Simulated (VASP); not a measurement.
Write the native input for VASP 6.6.1 that does the following.

| Item | Value |
| --- | --- |
| Task | single point |
| Functional | PBEsol |
| Potentials or basis | VASP PAW PBE potentials, release 64 (Al, As) |
| Cutoff | 520 eV |
| k mesh | 3 × 3 × 1 |
| Occupations | fermi-dirac, width 0.1 eV |
| Spin | no spin polarisation |
| Dipole correction | no |
| Further INCAR settings | ALGO = Normal; EDIFF = 1e-07; NBANDS = 32 |

The structure of Al12As lies in POSCAR:

```
Al12As
1.0
    5.7275650000      0.0000000000      0.0000000000
    2.8637820000      4.9602170000      0.0000000000
    0.0000000000      0.0000000000     17.6765370000
Al As
12 1
Direct
    0.1666684945      0.1666660955      0.0565721668
    0.6666715499      0.1666660955      0.0565721668
    0.1666709227      0.6666643818      0.0565721668
    0.6666739781      0.6666643818      0.0565721668
   -0.1611037835      0.2749274881      0.1810422483
    0.3559227565      0.2407757564      0.1847703541
   -0.1510042890      0.7908726574      0.1822924932
    0.3914251627      0.6892238787      0.1956944395
   -0.4537745684      0.1199544294      0.3299401913
    0.1097066990      0.0497760481      0.3065306287
   -0.3672441378      0.5389078744      0.3257481938
    0.0708695257      0.6290248995      0.3192141085
    0.1397775746      0.3156716732      0.4211628103
```

The input as run:

INCAR

```
PREC = Accurate
ENCUT = 520
EDIFF = 1E-7
ISMEAR = -1
SIGMA = 0.1
LREAL = False
LASPH = True
NELM = 60
ALGO = Normal
ISIF = 2
LWAVE = False
LCHARG = False
GGA = PS
NBANDS = 32
```

KPOINTS

```
regular mesh
0
Gamma
  3 3 1
```

Potentials or basis: VASP PAW PBE potentials, release 64 (Al, As).

Launch:

```console
$ cat potpaw_PBE.64/Al/POTCAR potpaw_PBE.64/As/POTCAR > POTCAR
$ mpirun -np 1 vasp_std > vasp.out
```

Results of the run:

* Largest force: 1.782 eV/Å
* Band gap on the k mesh: zero (an odd number of electrons rules out a gap without spin polarisation)

Caveat: the k points lie up to 0.42 Å⁻¹ apart, too coarse for converged energies and pressures of a metal; the atoms stand as in a frame of molecular dynamics; there is no dipole correction, which matters where the two faces differ; the PAW data sets were made with another functional, which shifts forces and pressure a little.

Run time: 2.6 min on 1 thread of Intel(R) Xeon(R) Platinum 8488C (Sapphire Rapids), on a shared host, peak memory 0.64 GiB.
